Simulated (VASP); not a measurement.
# Zn16SO15 (a cell with a defect) in VASP: electric field gradients with PBE

Aim: the electric field gradients of Zn16SO15 (a cell with a defect) with PBE.

Everything below comes from runs of VASP 6.6.1. Logs are shortened: lines on timing, memory, paths and dates and some standing lists are left out, and cuts for length are marked.

**1. The cell of the first run**

The cell holds a defect, 32 atoms: a = 6.499 Å, b = 6.499 Å, c = 10.411 Å, α = 90.00°, β = 90.00°, γ = 120.00°.

**2. Electric field gradients, PBE**

Input file INCAR:

```
ALGO = Normal ; EDIFF = 1E-8
ENCUT = 520 ; GGA = PE
ISIF = 2 ; ISMEAR = -1
LASPH = True ; LCHARG = False
LEFG = True ; LREAL = Auto
LWAVE = False ; NBANDS = 166
NELM = 80 ; PREC = Accurate
SIGMA = 0.01
```

Input file KPOINTS:

```
k-points
0
Gamma
  3 3 2
```

Input file POSCAR:

```
Zn16SO15
1.0
    6.4986160000      0.0000000000      0.0000000000
   -3.2493080000      5.6279665454      0.0000000000
    0.0000000000      0.0000000000     10.4114180000
Zn S O
16 1 15
Direct
    0.1666666666      0.3333333334      0.2500000000
    0.1666666666      0.3333333334      0.7500000000
    0.1666666666      0.8333333334      0.2500000000
    0.1666666666      0.8333333334      0.7500000000
    0.6666666666      0.3333333334      0.2500000000
    0.6666666666      0.3333333334      0.7500000000
    0.6666666666      0.8333333334      0.2500000000
    0.6666666666      0.8333333334      0.7500000000
    0.3333333334      0.1666666666      0.0000000000
    0.3333333334      0.1666666666      0.5000000000
    0.3333333334      0.6666666666      0.0000000000
    0.3333333334      0.6666666666      0.5000000000
    0.8333333334      0.1666666666      0.0000000000
    0.8333333334      0.1666666666      0.5000000000
    0.8333333334      0.6666666666      0.0000000000
    0.8333333334      0.6666666666      0.5000000000
    0.3333333334      0.1666666666      0.1895050000
    0.3333333334      0.1666666666      0.6895050000
    0.3333333334      0.6666666666      0.1895050000
    0.3333333334      0.6666666666      0.6895050000
    0.8333333334      0.1666666666      0.1895050000
    0.8333333334      0.1666666666      0.6895050000
    0.8333333334      0.6666666666      0.1895050000
    0.8333333334      0.6666666666      0.6895050000
    0.1666666666      0.3333333334      0.4395050000
    0.1666666666      0.3333333334      0.9395050000
    0.1666666666      0.8333333334      0.4395050000
    0.1666666666      0.8333333334      0.9395050000
    0.6666666666      0.3333333334      0.4395050000
    0.6666666666      0.3333333334      0.9395050000
    0.6666666666      0.8333333334      0.4395050000
    0.6666666666      0.8333333334      0.9395050000
```

Potentials or basis: VASP PAW PBE potentials, release 64 (Zn, S, O).

Run with:

```sh
cat potpaw_PBE.64/Zn/POTCAR potpaw_PBE.64/S/POTCAR potpaw_PBE.64/O/POTCAR > POTCAR
mpirun -np 1 vasp_std > vasp.out
```

OUTCAR:

```text
EDIFF = 1E-8
   ENCUT = 520
   GGA = PE
   ISIF = 2
   ISMEAR = -1
   LASPH = True
   LREAL = Auto
   NELM = 80
   PREC = Accurate

 ion  position               nearest neighbor table
   1  0.167  0.333  0.250-  25 1.97  19 1.98  21 1.98  17 1.98
   2  0.167  0.333  0.750-  26 1.97  20 1.98  22 1.98  18 1.98
   3  0.167  0.833  0.250-  27 1.97  17 1.98  23 1.98  19 1.98
   4  0.167  0.833  0.750-  28 1.97  18 1.98  24 1.98  20 1.98
   5  0.667  0.333  0.250-  29 1.97  23 1.98  17 1.98  21 1.98
   6  0.667  0.333  0.750-  30 1.97  24 1.98  18 1.98  22 1.98
[... 24 lines left out ...]
  31  0.667  0.833  0.440-   7 1.97  14 1.98  12 1.98  16 1.98
  32  0.667  0.833  0.940-   8 1.97  13 1.98  11 1.98  15 1.98

  LATTYP: Found a hexagonal cell.
 ALAT       =     6.4986160000
 C/A-ratio  =     1.6020977390

  Lattice vectors:

 A1 = (   6.4986160000,   0.0000000000,   0.0000000000)
 A2 = (  -3.2493080000,   5.6279665454,   0.0000000000)
 A3 = (   0.0000000000,   0.0000000000,  10.4114180000)

Analysis of symmetry for initial positions (statically):
=====================================================================
 Subroutine PRICEL returns:
 Original cell was already a primitive cell.

 Routine SETGRP: Setting up the symmetry group for a
 hexagonal supercell.

 Subroutine GETGRP returns: Found  6 space group operations
 (whereof  2 operations were pure point group operations)
 out of a pool of 24 trial point group operations.

The static configuration has the point symmetry C_1h.
 The point group associated with its full space group is C_3v.

Analysis of symmetry for dynamics (positions and initial velocities):
=====================================================================
 Subroutine PRICEL returns:
 Original cell was already a primitive cell.

 Routine SETGRP: Setting up the symmetry group for a
 hexagonal supercell.

 Subroutine GETGRP returns: Found  6 space group operations
 (whereof  2 operations were pure point group operations)
 out of a pool of 24 trial point group operations.

The dynamic configuration has the point symmetry C_1h.
 The point group associated with its full space group is C_3v.

 Subroutine INISYM returns: Found  6 space group operations
 (whereof  2 operations are pure point group operations),
 and found     1 'primitive' translations

----------------------------------------------------------------------------------------

                                     Primitive cell

  volume of cell :     380.7871

  direct lattice vectors                    reciprocal lattice vectors
     6.498616000  0.000000000  0.000000000     0.153878918  0.088842035  0.000000000
    -3.249308000  5.627966545  0.000000000     0.000000000  0.177684070  0.000000000
     0.000000000  0.000000000 10.411418000     0.000000000  0.000000000  0.096048396

  length of vectors
     6.498616000  6.498616000 10.411418000     0.177684070  0.177684070  0.096048396

  position of ions in fractional coordinates (direct lattice)
     0.166666667  0.333333333  0.250000000
     0.166666667  0.333333333  0.750000000
     0.166666667  0.833333333  0.250000000
     0.166666667  0.833333333  0.750000000
     0.666666667  0.333333333  0.250000000
     0.666666667  0.333333333  0.750000000
[... 24 lines left out ...]
     0.666666667  0.833333333  0.439505000
     0.666666667  0.833333333  0.939505000

  ion indices of the primitive-cell ions
   primitive index   ion index
                 1           1
                 2           2
                 3           3
                 4           4
                 5           5
                 6           6
[... 24 lines left out ...]
                31          31
                32          32

----------------------------------------------------------------------------------------

 KPOINTS: k-points

Automatic generation of k-mesh.
 Grid dimensions read from file:
 generate k-points for:    3    3    2

 Generating k-lattice:

  Cartesian coordinates                     Fractional coordinates (reciprocal lattice)
[... 30 lines left out ...]
   NGXF,Y,Z  is equivalent  to a cutoff of  24.56, 24.56, 25.55 a.u.
 SYSTEM =  unknown system
   PREC   = accura    normal or accurate (medium, high low for compatibility)
   ISTART =      0    job   : 0-new  1-cont  2-samecut
   ICHARG =      2    charge: 1-file 2-atom 10-const
   ISPIN  =      1    spin polarized calculation?
   LNONCOLLINEAR =      F non collinear calculations
   LSORBIT =      F    spin-orbit coupling
   LASPH  =      T    aspherical Exc in radial PAW
   ENCUT  =  520.0 eV  38.22 Ry    6.18 a.u.  12.08 12.08 19.36*2*pi/ulx,y,z
   NELM   =     80;   NELMIN=  2; NELMDL= -5     # of ELM steps
   EDIFF  = 0.1E-07   stopping-criterion for ELM
   LREAL  =      T    real-space projection
   EDIFFG = 0.1E-06   stopping-criterion for IOM
   NSW    =      0    number of steps for IOM
   IBRION =     -1    ionic relax: 0-MD 1-quasi-New 2-CG
   NFREE  =      0    steps in history (QN), initial steepest desc. (CG)
   ISIF   =      2    stress and relaxation
   ISYM   =      2    0-nonsym 1-usesym 2-fastsym
   POTIM  = 0.5000    time-step for ionic-motion
   TEBEG  =    0.0;   TEEND  =   0.0 temperature during run
   PSTRESS=    0.0 pullay stress
   NELECT =     288.0000    total number of electrons
   NUPDOWN=      -1.0000    fix difference up-down
   EMIN   =  10.00;   EMAX   =-10.00  energy-range for DOS
   EFERMI =   0.00;   METHOD = LEGACY
   ISMEAR =    -1;   SIGMA  =   0.01  broadening in eV -4-tet -1-fermi 0-gaus
   EFERMI_NEDOS =   21; number of points for ismear=-14 and -15
   IALGO  =     38    algorithm
   IMIX   =      4    mixing-type and parameters
     AMIX     =   0.40;   BMIX     =  1.00
     AMIX_MAG =   1.60;   BMIX_MAG =  1.00
  volume/ion in A,a.u.               =      11.90        80.30
  Fermi-wavevector in a.u.,A,eV,Ry     =   1.491574  2.818667 30.270160  2.224794
  Thomas-Fermi vector in A             =   2.604212
   LORBIT       =      0    0 simple, 1 ext, 2 COOP (PROOUT), +10 PAW based schemes
   GGA     = PE    functional components
   LHFCALC =     F    Hartree Fock is set to
   AEXX    =    0.0000 exact exchange contribution
   IVDW    =     0    specifies the selected vdW correction
   LEPSILON=     F    determine dielectric tensor
   LRPA    =     F    only Hartree local field effects (RPA)
 non-spin polarized calculation
  energy-cutoff  :      520.00
  volume of cell :      380.79
 maximum number of plane-waves:     10266
   NGX = 25   NGY = 25   NGZ = 39

 number of electron     288.0000131 magnetization

 Free energy of the ion-electron system (eV)
  ---------------------------------------------------
  ext. energy  EPLUGINS =         0.00000000
  ---------------------------------------------------
  free energy    TOTEN  =      -137.35627489 eV

  energy without entropy =     -137.35627489  energy(sigma->0) =     -137.35627489

 E-fermi :   1.9257     XC(G=0): -10.9980

 val. band max:        1.6578821747   @ k =   0.0000   0.0000   0.0000
 cond. band min:       2.5888489445   @ k =   0.0000   0.0000   0.0000
 fundamental gap:      0.9309667697
 Fermi energy:         1.9256708352

 k-point     1 :       0.0000    0.0000    0.0000
  band No.  band energies     occupation
      1     -16.5021      2.00000
      2     -16.1717      2.00000
      3     -16.1301      2.00000
      4     -15.8440      2.00000
      5     -15.8440      2.00000
      6     -15.8091      2.00000
[... 943 lines left out ...]
    155       8.2096      0.00000
    156       8.6326      0.00000
 [bands above 156 left out]

------------------------ aborting loop because EDIFF is reached ----------------------------------------

  FORCE on cell =-STRESS in cart. coord.  units (eV):
  Direction    XX          YY          ZZ          XY          YZ          ZX
  --------------------------------------------------------------------------------------
  -------------------------------------------------------------------------------------
  Total       27.7773453     27.7773453     32.5357239     -0.0000000     -0.0000000     -0.0000000
  in kB      116.8743087    116.8743087    136.8953798     -0.0000000     -0.0000000     -0.0000000
  external PRESSURE =     123.5479991 kB  Pullay stress =       0.0000000 kB

 VOLUME and BASIS-vectors are now :
 -----------------------------------------------------------------------------
  energy-cutoff  :      520.00
  volume of cell :      380.79
      direct lattice vectors                 reciprocal lattice vectors
     6.498616000  0.000000000  0.000000000     0.153878918  0.088842035  0.000000000
    -3.249308000  5.627966545  0.000000000     0.000000000  0.177684070  0.000000000
     0.000000000  0.000000000 10.411418000     0.000000000  0.000000000  0.096048396

 POSITION                                       TOTAL-FORCE (eV/Angst)
 -----------------------------------------------------------------------------------
     -0.00000      1.87599      2.60285        -3.524532      2.034889      1.306861
     -0.00000      1.87599      7.80856        -0.033622      0.019412     -0.074860
     -1.62465      4.68997      2.60285        -0.000000     -4.069779      1.306861
     -1.62465      4.68997      7.80856         0.000000     -0.038823     -0.074860
      3.24931      1.87599      2.60285         3.524532      2.034889      1.306861
      3.24931      1.87599      7.80856         0.033622      0.019412     -0.074860
[... 24 lines left out ...]
      1.62465      4.68997      4.57587         0.000000     -0.000000      0.046080
      1.62465      4.68997      9.78158         0.000000      0.000000      0.112825
 -----------------------------------------------------------------------------------
    total drift:                                0.000010     -0.000008     -0.120034

  FREE ENERGIE OF THE ION-ELECTRON SYSTEM (eV)
  ---------------------------------------------------
  free  energy   TOTEN  =      -137.3562748889 eV

  energy  without entropy=     -137.3562748889  energy(sigma->0) =     -137.35627489

 Electric field gradients (V/A^2)
---------------------------------------------------------------------
 ion       V_xx      V_yy      V_zz      V_xy      V_xz      V_yz
---------------------------------------------------------------------
   1     -31.566     9.026    22.540    35.153    24.032   -13.875
   2       0.051    -0.082     0.030    -0.115     0.342    -0.197
   3      29.323   -51.864    22.540    -0.001     0.000    27.749
   4      -0.147     0.116     0.030    -0.001    -0.000     0.394
   5     -31.566     9.026    22.540   -35.155   -24.032   -13.875
   6       0.051    -0.082     0.030     0.113    -0.342    -0.197
[... 24 lines left out ...]
  31       0.902     0.897    -1.799    -0.004     0.000    -0.000
  32       0.996     0.991    -1.987    -0.004     0.000    -0.000
---------------------------------------------------------------------

 Electric field gradients after diagonalization (V/A^2)
 (convention: |V_zz| > |V_xx| > |V_yy|)
----------------------------------------------------------------------
 ion       V_xx      V_yy      V_zz     asymmetry (V_yy - V_xx)/ V_zz
----------------------------------------------------------------------
   1      31.750    29.322   -61.071       0.040
   2      -0.323    -0.148     0.471       0.370
   3      31.750    29.323   -61.073       0.040
   4      -0.323    -0.146     0.470       0.377
   5      31.750    29.323   -61.073       0.040
   6      -0.323    -0.146     0.470       0.377
[... 24 lines left out ...]
  31       0.904     0.895    -1.799       0.005
  32       0.998     0.989    -1.987       0.004
----------------------------------------------------------------------

           NMR quadrupolar parameters

 Cq : quadrupolar parameter    Cq=e*Q*V_zz/h
 eta: asymmetry parameters     (V_yy - V_xx)/ V_zz
 Q  : nuclear electric quadrupole moment in mb (millibarn)
----------------------------------------------------------------------
 ion       Cq(MHz)       eta       Q (mb)
----------------------------------------------------------------------
   1      -0.148       0.040       1.000
   2       0.001       0.370       1.000
   3      -0.148       0.040       1.000
   4       0.001       0.377       1.000
   5      -0.148       0.040       1.000
   6       0.001       0.377       1.000
[... 24 lines left out ...]
  31      -0.004       0.005       1.000
  32      -0.005       0.004       1.000
----------------------------------------------------------------------
```

It took 27 min on 1 thread of Oxide Virtual Turin-like, shared host; peak memory 0.56 GiB.

What came out:

```yaml
Free_energy: -137.3563 eV
Pressure: 12.4 GPa
Largest_force: 4.506 eV/Å
Band_gap_on_the_k_mesh: 0.93 eV
Largest_electric_field_gradient_by_atom: Zn -61.1, +0.5, -0.2, +1.4, +1.3, +1.2 (each value once); S +0.5; O -1.1, -11.4, -2.1, -7.5, -8.8, -1.8, -2.0 (each value once) V/Å²
```

Forces in eV/Å, atoms in the order of the input:
```
Zn  -3.525  2.035  1.307
Zn  -0.034  0.019 -0.075
Zn   0.000 -4.070  1.307
Zn   0.000 -0.039 -0.075
Zn   3.525  2.035  1.307
Zn   0.034  0.019 -0.075
Zn   0.000  0.000 -0.047
Zn   0.000  0.000 -0.099
Zn   0.000  0.000 -4.506
Zn   0.000  0.000  0.048
Zn  -0.015 -0.009 -0.102
Zn  -0.010 -0.006 -0.031
Zn   0.000  0.018 -0.102
Zn   0.000  0.012 -0.031
Zn   0.015 -0.009 -0.102
Zn   0.010 -0.006 -0.031
S    0.000  0.000  0.322
O    0.000  0.000  0.059
O   -0.122 -0.071  0.159
O    0.015  0.008  0.068
O    0.000  0.141  0.159
O    0.000 -0.017  0.068
O    0.122 -0.071  0.159
O   -0.015  0.008  0.068
O   -0.157  0.091  0.221
O   -0.070  0.041 -0.193
O    0.000 -0.181  0.221
O    0.000 -0.081 -0.193
O    0.157  0.091  0.221
O    0.070  0.041 -0.193
O    0.000  0.000  0.046
O    0.000  0.000  0.113
```

Electric field gradients, principal values (V/Å²):
```tsv
atom	least	middle	greatest (by size)
1 Zn	29.322	31.750	-61.071
2 Zn	-0.148	-0.323	0.471
3 Zn	29.323	31.750	-61.073
4 Zn	-0.146	-0.323	0.470
5 Zn	29.323	31.750	-61.073
6 Zn	-0.146	-0.323	0.470
7 Zn	0.080	0.082	-0.162
8 Zn	-0.704	-0.706	1.410
9 Zn	30.555	30.557	-61.112
10 Zn	-0.664	-0.667	1.331
11 Zn	-0.313	-0.855	1.168
12 Zn	-0.556	-0.643	1.199
13 Zn	-0.313	-0.855	1.168
14 Zn	-0.556	-0.643	1.199
15 Zn	-0.314	-0.854	1.168
16 Zn	-0.558	-0.641	1.199
17 S	-0.259	-0.263	0.522
18 O	0.556	0.564	-1.120
19 O	2.907	8.506	-11.412
20 O	1.024	1.054	-2.079
21 O	2.907	8.506	-11.412
22 O	1.024	1.054	-2.079
23 O	2.907	8.512	-11.419
24 O	1.018	1.060	-2.079
25 O	2.852	4.603	-7.455
26 O	3.910	4.898	-8.808
27 O	2.858	4.599	-7.457
28 O	3.916	4.893	-8.809
29 O	2.858	4.599	-7.457
30 O	3.916	4.893	-8.809
31 O	0.895	0.904	-1.799
32 O	0.989	0.998	-1.987
```

Caveat: without QUAD_EFG the Cq values of the log hold for a quadrupole moment of 1 mb, not for the nuclei.
